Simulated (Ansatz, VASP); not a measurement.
## Os: VASP beside Ansatz

The input INCAR:

```
SYSTEM = Os
ALGO = Fast ; EDIFF = 1E-6
ENCUT = 520 ; GGA = PE
GGA_COMPAT = .False. ; ISIF = 2
ISMEAR = -1 ; LASPH = .True.
LCHARG = .True. ; LMAXMIX = 4
LNONCOLLINEAR = .True. ; LORBIT = 11
LORBMOM = .True. ; LREAL = .False.
LSORBIT = .True. ; LVHAR = .True.
LWAVE = .False. ; MAGMOM = 0 0 0 0 0 0
NBANDS = 28 ; NELM = 150
PREC = Accurate ; SIGMA = 0.05
```

File KPOINTS:

```
k-points
0
Gamma
  8 8 5
  0 0 0
```

File POSCAR:

```
Os
1.0
    2.7341000000      0.0000000000      0.0000000000
   -1.3670500000      2.3678000565      0.0000000000
    0.0000000000      0.0000000000      4.3197000000
Os
2
Direct
    0.6666666667      0.3333333333      0.7500000000
    0.3333333333      0.6666666667      0.2500000000
```

File input.yaml:

```yaml
crystal:
  lattice:
    - [2.7341, 0.0, 0.0]
    - [-1.36705, 2.3678000565, 0.0]
    - [0.0, 0.0, 4.3197]
  atoms:
    - { symbol: Os, position: [0.6666666667, 0.3333333333, 0.75] }
    - { symbol: Os, position: [0.3333333333, 0.6666666667, 0.25] }
kpoints:
  mp_grid: { grid: [8, 8, 5] }
  band_path:
    path:
      - [0.0, 0.0, 0.0]
      - [0.5, 0.0, 0.0]
      - [0.3333333333, 0.3333333333, 0.0]
      - [0.0, 0.0, 0.0]
      - [0.0, 0.0, 0.5]
      - [0.5, 0.0, 0.5]
      - [0.3333333333, 0.3333333333, 0.5]
      - [0.0, 0.0, 0.5]
    npoints: 10
scf:
  occupations: { method: fermi_dirac, width: 0.05 }
hamiltonian:
  xc: pbe
  pseudopotentials: { kind: all_electron, lapw: { basis_error: 0.001 } }
magnetization:
  noncollinear: true
  spin_orbit: true
output:
  forces: true
  stress: true
  eigenvalues: true
```

Alike in both runs: functional PBE; k mesh 8 × 8 × 5; occupations fermi-dirac, width 0.05 eV; non-collinear spin, spin-orbit coupling.

```csv
,VASP,Ansatz
version,VASP 6.6.1,Ansatz 0.2.0
potentials or method,"VASP PAW PBE potentials, release 64 (Os), cutoff 520 eV","all-electron LAPW, relativistic spinors"
task,single point,band structure
```

|  | VASP | Ansatz | Ansatz less VASP |
| --- | --- | --- | --- |
| pressure (GPa) | 8.5 | 8.4 | -0.09 |
| traceless stress, the component that is largest in VASP (GPa) | -0.26 | -0.11 | +0.153 |

Ansatz ran all-electron here, and VASP with PAW potentials.

Noted on Ansatz's run: the k mesh is thin for a metal, which can move the energy by tens of meV per atom.
